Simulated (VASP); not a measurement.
# Na4F (Im-3m) in VASP: a series of runs

Na4F is run at these levels: PBE; tasks: single point, relaxation of cell and atoms.

Program: VASP 6.6.1. These are calculated values, not measurements. Logs are shortened: lines on timing, memory, paths and dates and some standing lists are left out, and cuts for length are marked.

## Step 1: The cell of the first run

Symmetry: Im-3m, No. 229, cubic system. The conventional cell has a = 5.677 Å, b = 5.677 Å, c = 5.677 Å, α = 90.00°, β = 90.00°, γ = 90.00°. Na (site symmetry -3m) has 2 F at 2.46 Å and 6 Na at 2.84 Å within 3.2 Å. F (site symmetry m-3m) has 8 Na at 2.46 Å within 3.2 Å.

The cell was built from a structure type or drawn by symmetry, and may not be a known phase.

## Step 2: Single point, PBE

File INCAR:

```
PREC     = Accurate       # precision mode
ENCUT    = 520            # plane-wave cutoff, eV
EDIFF    = 1E-7           # SCF threshold, eV
ISMEAR   = 0              # smearing method
SIGMA    = 0.1            # smearing width, eV
LREAL    = F              # projectors in reciprocal space
LASPH    = T              # aspherical terms in the spheres
NELM     = 60             # most SCF steps
ALGO     = Normal         # electronic algorithm
ISIF     = 2              # what is computed and relaxed
LWAVE    = F              # write WAVECAR
LCHARG   = F              # write CHGCAR
GGA      = PE             # functional
NBANDS   = 26             # bands
```

File KPOINTS:

```
Automatic mesh
0
Gamma
  4 4 4
```

File POSCAR:

```
Na4F
1.0
   -2.8385054200      2.8385054200      2.8385054200
    2.8385054200     -2.8385054200      2.8385054200
    2.8385054200      2.8385054200     -2.8385054200
Na F
4 1
Direct
    0.5000000000      0.5000000000      0.5000000000
    0.0000000000      0.0000000000      0.5000000000
    0.0000000000      0.5000000000      0.0000000000
    0.5000000000      0.0000000000      0.0000000000
    0.0000000000      0.0000000000      0.0000000000
```

Potentials or basis: VASP PAW PBE potentials, release 64 (Na_pv, F).

Command:

```bash
> cat potpaw_PBE.64/Na_pv/POTCAR potpaw_PBE.64/F/POTCAR > POTCAR
> mpirun -np 1 vasp_std > vasp.out
```

OUTCAR:

```text
PREC = Accurate
   ENCUT = 520
   EDIFF = 1E-7
   ISMEAR = 0
   LREAL = F
   LASPH = T
   NELM = 60
   ISIF = 2
   GGA = PE

 ion  position               nearest neighbor table
   1  0.500  0.500  0.500-
   2  0.000  0.000  0.500-
   3  0.000  0.500  0.000-
   4  0.500  0.000  0.000-
   5  0.000  0.000  0.000-

  LATTYP: Found a body centered cubic cell.
 ALAT       =     5.6770108400

  Lattice vectors:

 A1 = (  -2.8385054200,   2.8385054200,   2.8385054200)
 A2 = (   2.8385054200,  -2.8385054200,   2.8385054200)
 A3 = (   2.8385054200,   2.8385054200,  -2.8385054200)

Analysis of symmetry for initial positions (statically):
=====================================================================
 Subroutine PRICEL returns:
 Original cell was already a primitive cell.

 Routine SETGRP: Setting up the symmetry group for a
 body centered cubic supercell.

 Subroutine GETGRP returns: Found 48 space group operations
 (whereof 48 operations were pure point group operations)
 out of a pool of 48 trial point group operations.

The static configuration has the point symmetry O_h .

Analysis of symmetry for dynamics (positions and initial velocities):
=====================================================================
 Subroutine PRICEL returns:
 Original cell was already a primitive cell.

 Routine SETGRP: Setting up the symmetry group for a
 body centered cubic supercell.

 Subroutine GETGRP returns: Found 48 space group operations
 (whereof 48 operations were pure point group operations)
 out of a pool of 48 trial point group operations.

The dynamic configuration has the point symmetry O_h .

 Subroutine INISYM returns: Found 48 space group operations
 (whereof 48 operations are pure point group operations),
 and found     1 'primitive' translations

----------------------------------------------------------------------------------------

                                     Primitive cell

  volume of cell :      91.4806

  direct lattice vectors                    reciprocal lattice vectors
    -2.838505420  2.838505420  2.838505420     0.000000000  0.176149038  0.176149038
     2.838505420 -2.838505420  2.838505420     0.176149038  0.000000000  0.176149038
     2.838505420  2.838505420 -2.838505420     0.176149038  0.176149038  0.000000000

  length of vectors
     4.916435605  4.916435605  4.916435605     0.249112359  0.249112359  0.249112359

  position of ions in fractional coordinates (direct lattice)
     0.500000000  0.500000000  0.500000000
     0.000000000  0.000000000  0.500000000
     0.000000000  0.500000000  0.000000000
     0.500000000  0.000000000  0.000000000
     0.000000000  0.000000000  0.000000000

  ion indices of the primitive-cell ions
   primitive index   ion index
                 1           1
                 2           2
                 3           3
                 4           4
                 5           5

----------------------------------------------------------------------------------------

 KPOINTS: Automatic mesh

Automatic generation of k-mesh.
 Grid dimensions read from file:
 generate k-points for:    4    4    4

 Generating k-lattice:

  Cartesian coordinates                     Fractional coordinates (reciprocal lattice)
     0.000000000  0.044037260  0.044037260     0.250000000  0.000000000  0.000000000
     0.044037260  0.000000000  0.044037260     0.000000000  0.250000000  0.000000000
     0.044037260  0.044037260  0.000000000     0.000000000  0.000000000  0.250000000

  Length of vectors
     0.062278090  0.062278090  0.062278090

  Shift w.r.t. Gamma in fractional coordinates (k-lattice)
     0.000000000  0.000000000  0.000000000

 Subroutine IBZKPT returns following result:
 ===========================================

 Found      8 irreducible k-points:

 Following reciprocal coordinates:
            Coordinates               Weight
  0.000000  0.000000  0.000000      1.000000
  0.250000  0.000000  0.000000     12.000000
  0.500000  0.000000  0.000000      6.000000
  0.250000  0.250000  0.000000     24.000000
  0.250000  0.250000  0.250000      2.000000
 -0.250000  0.250000  0.250000      6.000000
  0.500000  0.500000  0.250000     12.000000
  0.500000  0.500000  0.500000      1.000000
   k-points           NKPTS =      8   k-points in BZ     NKDIM =      8   number of bands    NBANDS=     26
   number of dos      NEDOS =    301   number of ions     NIONS =      5
   total plane-waves  NPLWV =  64000
   dimension x,y,z NGX =    40 NGY =   40 NGZ =   40
   dimension x,y,z NGXF=    80 NGYF=   80 NGZF=   80
   ions per type =               4   1
   NGX,Y,Z   is equivalent  to a cutoff of  13.53, 13.53, 13.53 a.u.
   NGXF,Y,Z  is equivalent  to a cutoff of  27.05, 27.05, 27.05 a.u.
 SYSTEM =  unknown system
   PREC   = accura    normal or accurate (medium, high low for compatibility)
   ISTART =      0    job   : 0-new  1-cont  2-samecut
   ICHARG =      2    charge: 1-file 2-atom 10-const
   ISPIN  =      1    spin polarized calculation?
   LNONCOLLINEAR =      F non collinear calculations
   LSORBIT =      F    spin-orbit coupling
   LASPH  =      T    aspherical Exc in radial PAW
   ENCUT  =  520.0 eV  38.22 Ry    6.18 a.u.   9.14  9.14  9.14*2*pi/ulx,y,z
   NELM   =     60;   NELMIN=  2; NELMDL= -5     # of ELM steps
   EDIFF  = 0.1E-06   stopping-criterion for ELM
   LREAL  =      F    real-space projection
   EDIFFG = 0.1E-05   stopping-criterion for IOM
   NSW    =      0    number of steps for IOM
   IBRION =     -1    ionic relax: 0-MD 1-quasi-New 2-CG
   NFREE  =      0    steps in history (QN), initial steepest desc. (CG)
   ISIF   =      2    stress and relaxation
   ISYM   =      2    0-nonsym 1-usesym 2-fastsym
   POTIM  = 0.5000    time-step for ionic-motion
   TEBEG  =    0.0;   TEEND  =   0.0 temperature during run
   PSTRESS=    0.0 pullay stress
   NELECT =      35.0000    total number of electrons
   NUPDOWN=      -1.0000    fix difference up-down
   EMIN   =  10.00;   EMAX   =-10.00  energy-range for DOS
   EFERMI =   0.00;   METHOD = LEGACY
   ISMEAR =     0;   SIGMA  =   0.10  broadening in eV -4-tet -1-fermi 0-gaus
   EFERMI_NEDOS =   21; number of points for ismear=-14 and -15
   IALGO  =     38    algorithm
   IMIX   =      4    mixing-type and parameters
     AMIX     =   0.40;   BMIX     =  1.00
     AMIX_MAG =   1.60;   BMIX_MAG =  1.00
  volume/ion in A,a.u.               =      18.30       123.47
  Fermi-wavevector in a.u.,A,eV,Ry     =   1.188469  2.245880 19.217659  1.412458
  Thomas-Fermi vector in A             =   2.324598
   LORBIT       =      0    0 simple, 1 ext, 2 COOP (PROOUT), +10 PAW based schemes
   GGA     = PE    functional components
   LHFCALC =     F    Hartree Fock is set to
   AEXX    =    0.0000 exact exchange contribution
   IVDW    =     0    specifies the selected vdW correction
   LEPSILON=     F    determine dielectric tensor
   LRPA    =     F    only Hartree local field effects (RPA)
 non-spin polarized calculation
 Gauss-broadening in eV      SIGMA  =   0.10
  energy-cutoff  :      520.00
  volume of cell :       91.48
 maximum number of plane-waves:      2491
 NGX is ok and might be reduce to    40
   NGX = 19   NGY = 19   NGZ = 19

 number of electron      35.0000025 magnetization

 Free energy of the ion-electron system (eV)
  ---------------------------------------------------
  ext. energy  EPLUGINS =         0.00000000
  ---------------------------------------------------
  free energy    TOTEN  =       -10.35389504 eV

  energy without entropy =      -10.33378398  energy(sigma->0) =      -10.34383951

 E-fermi :   2.7930     XC(G=0):  -8.3663

 val. band max:        2.5214181471   @ k =   0.5000   0.5000   0.5000
 cond. band min:       2.8155493046   @ k =   0.2500   0.2500   0.0000
 fundamental gap:      0.2941311576
 Fermi energy:         2.7930190559

 k-point     1 :       0.0000    0.0000    0.0000
  band No.  band energies     occupation
      1     -22.6081      2.00000
      2     -22.6081      2.00000
      3     -22.6081      2.00000
      4     -22.6053      2.00000
      5     -22.6053      2.00000
      6     -22.6053      2.00000
[... 18 lines left out ...]
     25       9.4648      0.00000
     26       9.4650      0.00000

 k-point     2 :       0.2500    0.0000    0.0000
  band No.  band energies     occupation
      1     -22.6897      2.00000
      2     -22.6075      2.00000
      3     -22.5948      2.00000
      4     -22.5755      2.00000
      5     -22.5696      2.00000
      6     -22.5654      2.00000
[... 18 lines left out ...]
     25       9.9068      0.00000
     26      11.1424      0.00000

 k-point     3 :       0.5000    0.0000    0.0000
  band No.  band energies     occupation
      1     -22.7697      2.00000
      2     -22.6082      2.00000
      3     -22.5711      2.00000
      4     -22.5150      2.00000
      5     -22.5026      2.00000
      6     -22.4982      2.00000
[... 18 lines left out ...]
     25      10.6971      0.00000
     26      10.8780      0.00000

 k-point     4 :       0.2500    0.2500    0.0000
  band No.  band energies     occupation
      1     -22.7713      2.00000
      2     -22.5890      2.00000
      3     -22.5673      2.00000
      4     -22.5575      2.00000
      5     -22.5359      2.00000
      6     -22.4934      2.00000
[... 18 lines left out ...]
     25      10.5780      0.00000
     26      11.0385      0.00000

 k-point     5 :       0.2500    0.2500    0.2500
  band No.  band energies     occupation
      1     -22.7306      2.00000
      2     -22.5042      2.00000
      3     -22.5042      2.00000
      4     -22.5042      2.00000
      5     -22.4881      2.00000
      6     -22.4881      2.00000
[... 18 lines left out ...]
     25       9.8870      0.00000
     26      11.4313      0.00000

 k-point     6 :      -0.2500    0.2500    0.2500
  band No.  band energies     occupation
      1     -22.8085      2.00000
      2     -22.6291      2.00000
      3     -22.5874      2.00000
      4     -22.5874      2.00000
      5     -22.5530      2.00000
      6     -22.4899      2.00000
[... 18 lines left out ...]
     25       9.8976      0.00000
     26      10.4482      0.00000

 k-point     7 :       0.5000    0.5000    0.2500
  band No.  band energies     occupation
      1     -22.8936      2.00000
      2     -22.6275      2.00000
      3     -22.6079      2.00000
      4     -22.5797      2.00000
      5     -22.5444      2.00000
      6     -22.5391      2.00000
[... 18 lines left out ...]
     25      11.6770      0.00000
     26      12.2136      0.00000

 k-point     8 :       0.5000    0.5000    0.5000
  band No.  band energies     occupation
      1     -22.9837      2.00000
      2     -22.6499      2.00000
      3     -22.6499      2.00000
      4     -22.5679      2.00000
      5     -22.5679      2.00000
      6     -22.5679      2.00000
[... 18 lines left out ...]
     25      11.4892      0.00000
     26      11.8401      0.00000

------------------------ aborting loop because EDIFF is reached ----------------------------------------

  FORCE on cell =-STRESS in cart. coord.  units (eV):
  Direction    XX          YY          ZZ          XY          YZ          ZX
  --------------------------------------------------------------------------------------
  -------------------------------------------------------------------------------------
  Total        4.6121598      4.6121598      4.6121598      0.0000000      0.0000000      0.0000000
  in kB       80.7766348     80.7766348     80.7766348      0.0000000      0.0000000      0.0000000
  external PRESSURE =      80.7766348 kB  Pullay stress =       0.0000000 kB

 VOLUME and BASIS-vectors are now :
 -----------------------------------------------------------------------------
  energy-cutoff  :      520.00
  volume of cell :       91.48
      direct lattice vectors                 reciprocal lattice vectors
    -2.838505420  2.838505420  2.838505420     0.000000000  0.176149038  0.176149038
     2.838505420 -2.838505420  2.838505420     0.176149038  0.000000000  0.176149038
     2.838505420  2.838505420 -2.838505420     0.176149038  0.176149038  0.000000000

 POSITION                                       TOTAL-FORCE (eV/Angst)
 -----------------------------------------------------------------------------------
      1.41925      1.41925      1.41925         0.000000     -0.000000     -0.000000
      1.41925      1.41925     -1.41925        -0.000000     -0.000000      0.000000
      1.41925     -1.41925      1.41925        -0.000000     -0.000000      0.000000
     -1.41925      1.41925      1.41925         0.000000      0.000000     -0.000000
      0.00000      0.00000      0.00000        -0.000000      0.000000      0.000000
 -----------------------------------------------------------------------------------
    total drift:                                0.000000     -0.000000      0.000000

  FREE ENERGIE OF THE ION-ELECTRON SYSTEM (eV)
  ---------------------------------------------------
  free  energy   TOTEN  =       -10.3538950385 eV

  energy  without entropy=      -10.3337839768  energy(sigma->0) =      -10.34383951
```

It took 39 s on 1 thread of Intel Xeon 8259CL, shared host; peak memory 0.22 GiB.

What came out:

* Free energy: -10.3539 eV
* Pressure: 8.1 GPa
* Band gap on the k mesh: zero (an odd number of electrons rules out a gap without spin polarisation)

Levels at points of the mesh, in eV from the Fermi level:
```tsv
k point	band 14	band 15	band 16	band 17	band 18	band 19	band 20	band 21
(0.00, 0.00, 0.00)	-6.38	-6.38	-6.38	-3.71	3.34	3.34	4.30	4.30
(0.50, 0.00, 0.00)	-6.67	-6.47	-6.40	-1.31	-1.04	2.32	2.96	3.94
(0.50, 0.50, 0.50)	-6.59	-6.59	-6.59	-0.27	-0.27	1.84	1.84	1.84
```

Caveat: the k points lie up to 0.39 Å⁻¹ apart, too coarse for converged energies and pressures of a metal; an odd number of electrons without spin polarisation forces a metal; a magnetic or distorted state may lie lower.

## Step 3: Single point, PBE

This run uses another cell than the first one, of 25.83 Å³/atom.

File INCAR:

```
PREC = Accurate
ENCUT = 520
EDIFF = 1E-6
ISMEAR = 0
SIGMA = 0.1
LREAL = False
LASPH = True
NELM = 80
ALGO = Normal
ISIF = 2
LWAVE = False
LCHARG = False
GGA = PE
NBANDS = 26
```

KPOINTS is that of step 2.

POSCAR, as its differences from that of step 2:

```diff
@@ -2,5 +2,5 @@
 1.0
-   -2.8385054200      2.8385054200      2.8385054200
-    2.8385054200     -2.8385054200      2.8385054200
-    2.8385054200      2.8385054200     -2.8385054200
+   -3.1841105250      3.1841105250      3.1841105250
+    3.1841105250     -3.1841105250      3.1841105250
+    3.1841105250      3.1841105250     -3.1841105250
 Na F
```

Potentials or basis: VASP PAW PBE potentials, release 64 (Na_pv, F).

Command:

```bash
> cat potpaw_PBE.64/Na_pv/POTCAR potpaw_PBE.64/F/POTCAR > POTCAR
> mpirun -np 1 vasp_std > vasp.out
```

It took 41 s on 1 thread of Intel Xeon 8259CL, shared host; peak memory 0.25 GiB.

The run converged. Its results:

```yaml
Free_energy: -11.0600 eV
Pressure: -0.2 GPa
Band_gap_on_the_k_mesh: zero (an odd number of electrons rules out a gap without spin polarisation)
```

Levels at points of the mesh, in eV from the Fermi level:
```
           k point  band 13  band 14  band 15  band 16  band 17  band 18  band 19  band 20  band 21  band 22
(0.00, 0.00, 0.00)   -23.27    -5.00    -5.00    -5.00    -3.05     3.29     3.29     3.36     3.36     3.36
(0.50, 0.00, 0.00)   -23.25    -5.18    -5.05    -5.01    -1.11    -0.93     2.05     2.18     3.04     3.61
(0.50, 0.50, 0.50)   -23.23    -5.12    -5.12    -5.12    -0.08    -0.08     1.17     1.17     1.17     2.29
```

Caveat: an odd number of electrons without spin polarisation forces a metal; a magnetic or distorted state may lie lower.

## Step 4: Relaxation of cell and atoms, PBE

File INCAR:

```
SYSTEM = Na4F
PREC = Accurate
ENCUT = 600
EDIFF = 1E-7
ISMEAR = 0
SIGMA = 0.1
LREAL = .FALSE.
LASPH = .TRUE.
NELM = 60
ALGO = Normal
ISIF = 3
LWAVE = .FALSE.
LCHARG = .FALSE.
GGA = PE
IBRION = 2
NSW = 90
EDIFFG = -0.04
```

File KPOINTS:

```
Automatic mesh
0
G
  4 4 4
  0 0 0
```

POSCAR, as its differences from that of step 3:

```diff
@@ -2,5 +2,5 @@
 1.0
-   -3.1841105250      3.1841105250      3.1841105250
-    3.1841105250     -3.1841105250      3.1841105250
-    3.1841105250      3.1841105250     -3.1841105250
+   -2.8385054200      2.8385054200      2.8385054200
+    2.8385054200     -2.8385054200      2.8385054200
+    2.8385054200      2.8385054200     -2.8385054200
 Na F
```

Command:

```bash
> cat potpaw_PBE.64/Na_pv/POTCAR potpaw_PBE.64/F/POTCAR > POTCAR
> mpirun -np 1 vasp_std > vasp.out
```

Wall time 2 min (1 thread of Intel Xeon 8259CL, shared host); peak memory 0.24 GiB.

It converged, with:

* Free energy: -11.0417 eV
* Relaxed volume: 25.12 Å³/atom
* Relaxed cell: a = 5.464 Å, b = 5.464 Å, c = 5.464 Å, α = 109.47°, β = 109.47°, γ = 109.47°
* Space group after relaxing (to 0.1 Å): Im-3m (No. 229)
* Energy gained by relaxing: 137.2 meV/atom
* Ionic steps: 4
* Pressure after relaxing: 0.1 GPa
* Band gap on the k mesh: zero (an odd number of electrons rules out a gap without spin polarisation)

Step by step:
```csv
step,energy change (eV),largest force (eV/Å),pressure (GPa),volume (Å³)
1,0.0000,0.0000,8.05,91.48
2,-0.4559,0.0000,3.82,104.21
3,-0.6735,0.0000,0.73,120.63
4,-0.6858,0.0000,0.08,125.61
```

Final structure:
```
Na F
1.0
    -3.15488    3.15488    3.15488
     3.15488   -3.15488    3.15488
     3.15488    3.15488   -3.15488
Na F
4 1
Cartesian
  1.5774 1.5774 1.5774
  1.5774 1.5774 4.7323
  4.7323 1.5774 -1.5774
  -1.5774 1.5774 1.5774
  3.1549 -3.1549 3.1549
```

Levels at points of the mesh, in eV from the Fermi level:
| k point | band 15 | band 16 | band 17 | band 18 | band 19 | band 20 |
| --- | --- | --- | --- | --- | --- | --- |
| (0.00, 0.00, 0.00) | -5.11 | -5.11 | -3.10 | 3.30 | 3.30 | 3.43 |
| (0.50, 0.00, 0.00) | -5.16 | -5.11 | -1.13 | -0.94 | 2.07 | 2.24 |
| (0.50, 0.50, 0.50) | -5.22 | -5.22 | -0.10 | -0.10 | 1.22 | 1.22 |

Caveat: the k points lie up to 0.35 Å⁻¹ apart in the final cell, too coarse for converged energies and pressures of a metal; the volume moved by over 15 % at a fixed basis, so the end points are rough; an odd number of electrons without spin polarisation forces a metal; a magnetic or distorted state may lie lower.

(Part 1 of 2 ends here.)
